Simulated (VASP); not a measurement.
Write the native input for VASP 6.6.1 that does the following.

* Task: single point
* Functional: PBE
* Potentials or basis: VASP PAW PBE potentials, release 64 (Mg, S)
* Cutoff: 520 eV
* k mesh: 6 × 6 × 6
* Occupations: gaussian, width 0.01 eV
* Spin: no spin polarisation
* Dipole correction: no
* Further INCAR settings: ALGO = Normal; EDIFF = 1e-06; NBANDS = 11

The structure of MgS lies in POSCAR:

```
MgS
1.0
    0.0000000000      2.8766754181      2.8766754181
    2.8766754181      0.0000000000      2.8766754181
    2.8766754181      2.8766754181      0.0000000000
Mg S
1 1
Direct
    0.0000000000      0.0000000000      0.0000000000
    0.2500000000      0.2500000000      0.2500000000
```

This cell differs from its parent crystal: volume changed by +3%.

The input as run:

INCAR

```
PREC = Accurate
ENCUT = 520
EDIFF = 1E-6
ISMEAR = 0
SIGMA = 0.01
LREAL = F
LASPH = T
NELM = 60
ALGO = Normal
ISIF = 2
LWAVE = F
LCHARG = F
GGA = PE
NBANDS = 11
```

KPOINTS

```
regular mesh
0
Gamma
  6 6 6
```

Potentials or basis: VASP PAW PBE potentials, release 64 (Mg, S).

Command:

```console
$ cat potpaw_PBE.64/Mg/POTCAR potpaw_PBE.64/S/POTCAR > POTCAR
$ mpirun -np 1 vasp_std > vasp.out
```

It gave:

| Property | Result |
| --- | --- |
| Pressure | -1.7 GPa |
| Band gap on the k mesh | 3.22 eV, direct |

Wall time 5 s on 1 thread of Intel(R) Xeon(R) 6975P-C (Granite Rapids) (shared host), peak memory 0.16 GiB.
